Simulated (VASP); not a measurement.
# Pt (Fm-3m) in VASP: a series of runs

Runs on Pt. Level: PBEsol. Tasks: single point, relaxation of cell and atoms.

All numbers are computed with VASP 6.6.1; they aren't measurements. Logs are shortened: lines on timing, memory, paths and dates and some standing lists are left out, and cuts for length are marked.

## 1. The cell of the first run

The structure is cubic, space group Fm-3m (No. 225). Conventional cell: a = 3.918 Å, b = 3.918 Å, c = 3.918 Å, α = 90.00°, β = 90.00°, γ = 90.00°. Within 3.7 Å of Pt (site symmetry m-3m) lie 12 Pt at 2.77 Å.

## 2. Single point, PBEsol

INCAR

```
  PREC = Accurate
  ENCUT = 520
  EDIFF = 1E-6
  ISMEAR = -1
  SIGMA = 0.05
  LREAL = F
  LASPH = T
  NELM = 100
  ALGO = Normal
  ISIF = 2
  LWAVE = F
  LCHARG = T
  GGA = PS
  LELF = T
  LVHAR = T
  NBANDS = 11
```

KPOINTS

```
Automatic mesh
0
Gamma
  14 14 14
```

POSCAR

```
Pt
1.0
    0.0000000000      1.9589105856      1.9589105856
    1.9589105856      0.0000000000      1.9589105856
    1.9589105856      1.9589105856      0.0000000000
Pt
1
Direct
    0.0000000000      0.0000000000      0.0000000000
```

Potentials or basis: VASP PAW PBE potentials, release 64 (Pt).

Launch:

```
cat potpaw_PBE.64/Pt/POTCAR > POTCAR
mpirun -np 1 vasp_std > vasp.out
```

OUTCAR:

```text
PREC = Accurate
   ENCUT = 520
   EDIFF = 1E-6
   ISMEAR = -1
   LREAL = F
   LASPH = T
   NELM = 100
   ISIF = 2
   GGA = PS

 ion  position               nearest neighbor table
   1  0.000  0.000  0.000-

  LATTYP: Found a face centered cubic cell.
 ALAT       =     3.9178211712

  Lattice vectors:

 A1 = (   0.0000000000,   1.9589105856,   1.9589105856)
 A2 = (   1.9589105856,   0.0000000000,   1.9589105856)
 A3 = (   1.9589105856,   1.9589105856,   0.0000000000)

Analysis of symmetry for initial positions (statically):
=====================================================================
 Subroutine PRICEL returns:
 Original cell was already a primitive cell.

 Routine SETGRP: Setting up the symmetry group for a
 face centered cubic supercell.

 Subroutine GETGRP returns: Found 48 space group operations
 (whereof 48 operations were pure point group operations)
 out of a pool of 48 trial point group operations.

The static configuration has the point symmetry O_h .

Analysis of symmetry for dynamics (positions and initial velocities):
=====================================================================
 Subroutine PRICEL returns:
 Original cell was already a primitive cell.

 Routine SETGRP: Setting up the symmetry group for a
 face centered cubic supercell.

 Subroutine GETGRP returns: Found 48 space group operations
 (whereof 48 operations were pure point group operations)
 out of a pool of 48 trial point group operations.

The dynamic configuration has the point symmetry O_h .

 Subroutine INISYM returns: Found 48 space group operations
 (whereof 48 operations are pure point group operations),
 and found     1 'primitive' translations

----------------------------------------------------------------------------------------

                                     Primitive cell

  volume of cell :      15.0340

  direct lattice vectors                    reciprocal lattice vectors
     0.000000000  1.958910586  1.958910586    -0.255243911  0.255243911  0.255243911
     1.958910586  0.000000000  1.958910586     0.255243911 -0.255243911  0.255243911
     1.958910586  1.958910586  0.000000000     0.255243911  0.255243911 -0.255243911

  length of vectors
     2.770317918  2.770317918  2.770317918     0.442095423  0.442095423  0.442095423

  position of ions in fractional coordinates (direct lattice)
     0.000000000  0.000000000  0.000000000

  ion indices of the primitive-cell ions
   primitive index   ion index
                 1           1

[... 71 lines left out ...]
   EDIFF  = 0.1E-05   stopping-criterion for ELM
   LREAL  =      F    real-space projection
   EDIFFG = 0.1E-04   stopping-criterion for IOM
   NSW    =      0    number of steps for IOM
   IBRION =     -1    ionic relax: 0-MD 1-quasi-New 2-CG
   NFREE  =      0    steps in history (QN), initial steepest desc. (CG)
   ISIF   =      2    stress and relaxation
   ISYM   =      2    0-nonsym 1-usesym 2-fastsym
   POTIM  = 0.5000    time-step for ionic-motion
   TEBEG  =    0.0;   TEEND  =   0.0 temperature during run
   PSTRESS=    0.0 pullay stress
   NELECT =      10.0000    total number of electrons
   NUPDOWN=      -1.0000    fix difference up-down
   EMIN   =  10.00;   EMAX   =-10.00  energy-range for DOS
   EFERMI =   0.00;   METHOD = LEGACY
   ISMEAR =    -1;   SIGMA  =   0.05  broadening in eV -4-tet -1-fermi 0-gaus
   EFERMI_NEDOS =   21; number of points for ismear=-14 and -15
   IALGO  =     38    algorithm
   IMIX   =      4    mixing-type and parameters
     AMIX     =   0.40;   BMIX     =  1.00
     AMIX_MAG =   1.60;   BMIX_MAG =  1.00
  volume/ion in A,a.u.               =      15.03       101.45
  Fermi-wavevector in a.u.,A,eV,Ry     =   1.429059  2.700530 27.785956  2.042210
  Thomas-Fermi vector in A             =   2.549054
   LORBIT       =      0    0 simple, 1 ext, 2 COOP (PROOUT), +10 PAW based schemes
   GGA     = PS    functional components
   LHFCALC =     F    Hartree Fock is set to
   AEXX    =    0.0000 exact exchange contribution
   IVDW    =     0    specifies the selected vdW correction
   LEPSILON=     F    determine dielectric tensor
   LRPA    =     F    only Hartree local field effects (RPA)
 non-spin polarized calculation
  energy-cutoff  :      520.00
  volume of cell :       15.03
 maximum number of plane-waves:       415
 NGX is ok and might be reduce to    24
   NGX = 11   NGY = 11   NGZ = 11

 number of electron      10.0000000 magnetization

 Free energy of the ion-electron system (eV)
  ---------------------------------------------------
  ext. energy  EPLUGINS =         0.00000000
  ---------------------------------------------------
  free energy    TOTEN  =        -6.97796631 eV

  energy without entropy =       -6.96429924  energy(sigma->0) =       -6.97113277

 E-fermi :  11.1467     XC(G=0): -13.6464

 val. band max:       11.1313562571   @ k =   0.5000   0.3571   0.0714
 cond. band min:      11.1620513869   @ k =   0.4286   0.1429   0.0000
 fundamental gap:      0.0306951298
 Fermi energy:        11.1467401579

 k-point     1 :       0.0000    0.0000    0.0000
  band No.  band energies     occupation
      1       0.8251      2.00000
      2       7.3314      2.00000
      3       7.3315      2.00000
      4       7.3315      2.00000
      5       9.5237      2.00000
      6       9.5237      2.00000
      7      25.7704      0.00000
      8      30.7483      0.00000
      9      30.7483      0.00000
     10      30.7483      0.00000
     11      36.0582      0.00000
[... 309 lines left out ...]
 k-point    24 :       0.2857    0.1429    0.0000
  band No.  band energies     occupation
      1       3.3719      2.00000
      2       6.2509      2.00000
      3       7.6837      2.00000
      4       8.2666      2.00000
      5       9.3998      2.00000
      6      10.2966      2.00000
      7      25.3688      0.00000
      8      28.4808      0.00000
      9      30.0531      0.00000
     10      31.4128      0.00000
     11      35.4252      0.00000

 [... further k-points ...]
[... 5 lines left out ...]
  --------------------------------------------------------------------------------------
  -------------------------------------------------------------------------------------
  Total       -0.0405594     -0.0405594     -0.0405594     -0.0000000     -0.0000000      0.0000000
  in kB       -4.3224307     -4.3224307     -4.3224307     -0.0000000     -0.0000000      0.0000000
  external PRESSURE =      -4.3224307 kB  Pullay stress =       0.0000000 kB

 VOLUME and BASIS-vectors are now :
 -----------------------------------------------------------------------------
  energy-cutoff  :      520.00
  volume of cell :       15.03
      direct lattice vectors                 reciprocal lattice vectors
     0.000000000  1.958910586  1.958910586    -0.255243911  0.255243911  0.255243911
     1.958910586  0.000000000  1.958910586     0.255243911 -0.255243911  0.255243911
     1.958910586  1.958910586  0.000000000     0.255243911  0.255243911 -0.255243911

 POSITION                                       TOTAL-FORCE (eV/Angst)
 -----------------------------------------------------------------------------------
      0.00000      0.00000      0.00000         0.000000      0.000000      0.000000
 -----------------------------------------------------------------------------------
    total drift:                               -0.000000      0.000000     -0.000000

  FREE ENERGIE OF THE ION-ELECTRON SYSTEM (eV)
  ---------------------------------------------------
  free  energy   TOTEN  =        -6.9779663074 eV

  energy  without entropy=       -6.9642992419  energy(sigma->0) =       -6.97113277
```

OSZICAR:

```text
N       E                     dE             d eps       ncg     rms          rms(c)
DAV:   1     0.386949522186E+02    0.38695E+02   -0.52977E+03  2344   0.840E+02
DAV:   2    -0.680159737593E+01   -0.45497E+02   -0.43580E+02  2631   0.174E+02
DAV:   3    -0.742829631940E+01   -0.62670E+00   -0.62419E+00  2665   0.196E+01
DAV:   4    -0.743060179896E+01   -0.23055E-02   -0.23054E-02  2651   0.142E+00
DAV:   5    -0.743061980383E+01   -0.18005E-04   -0.18004E-04  2672   0.115E-01    0.134E+01
DAV:   6    -0.702720444555E+01    0.40342E+00   -0.92264E-01  2471   0.760E+00    0.685E+00
DAV:   7    -0.698224414867E+01    0.44960E-01   -0.15752E-01  2648   0.303E+00    0.256E+00
DAV:   8    -0.697817032048E+01    0.40738E-02   -0.52796E-03  2501   0.668E-01    0.605E-01
DAV:   9    -0.697796214522E+01    0.20818E-03   -0.84854E-05  2555   0.882E-02    0.309E-02
DAV:  10    -0.697796620336E+01   -0.40581E-05   -0.22607E-06  2737   0.106E-02    0.352E-03
DAV:  11    -0.697796630738E+01   -0.10402E-06   -0.56431E-08  1390   0.214E-03
   1 F= -.69779663E+01 E0= -.69711328E+01  d E =-.136671E-01
```

Wall time 9.6 s (1 thread of AMD EPYC 9R45 (Zen 5), shared host); peak memory 0.12 GiB.

What came out:

```
Free energy            : -6.9780 eV
Pressure               : -0.4 GPa
Band gap on the k mesh : zero (band 5 reaches 11.66 eV, above the bottom of band 6 at 9.41 eV)
```

Levels at points of the mesh, in eV from the Fermi level:
```
           k point  band 1  band 2  band 3  band 4  band 5  band 6  band 7  band 8  band 9  band 10
(0.00, 0.00, 0.00)  -10.32   -3.82   -3.82   -3.82   -1.62   -1.62   14.62   19.60   19.60    19.60
(0.50, 0.00, 0.00)   -7.39   -3.87   -3.87   -0.55    0.06    0.06    5.84   14.18   18.97    18.97
(0.50, 0.50, 0.00)   -7.13   -6.67    0.03    0.51    0.51    1.71    8.87   11.35   11.35    20.14
```

Caveat: the PAW data sets were made with another functional, which shifts forces and pressure a little; spin-orbit coupling is left out, which moves the levels of the heavy elements.

(Part 1 of 2 ends here.)
